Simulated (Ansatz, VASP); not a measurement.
## One calculation of AlH4, two programs

```
Al H
1.0
     2.59584    0.00169    0.00267
    -0.00820    3.61748   -0.06531
    -0.21665   -1.68814   10.92283
Al H
2 8
Direct
  0.89000 0.60386 0.28158
  0.91546 0.14749 0.69761
  0.89991 0.41580 0.40081
  0.42427 0.20415 0.80605
  0.95943 0.88383 0.02774
  0.91555 0.64833 0.69947
  0.38174 0.36916 0.18497
  0.40682 0.09179 0.59123
  0.39303 0.92618 0.31061
  0.81378 0.70941 0.99992
```

Change from the starting cell: the structure that the rattled cell fell into.

Alike in both runs: functional PBE; k mesh 6 × 6 × 2; occupations gaussian, width 0.1 eV; no spin polarisation.

Ansatz relaxed the structure, and its values are those at the end. VASP's run is a single point on that final structure, the one shown.

```csv
,VASP,Ansatz
version,VASP 6.6.1,Ansatz 0.2.0
potentials or method,"VASP PAW PBE potentials, release 64 (Al, H), cutoff 520 eV","scalar-relativistic, plane waves, PAW"
valence electrons in the cell,14,14
```

```tsv
	VASP	Ansatz	Ansatz less VASP
gap on the k mesh at the Fermi level (eV)	1.69	1.71	+0.013
least direct gap on the mesh (eV)	2.11	2.12	+0.013
pressure (GPa)	-0.1	0.1	+0.20
rms of the force components (eV/Å)	0.007	0.005	-0.0020
```
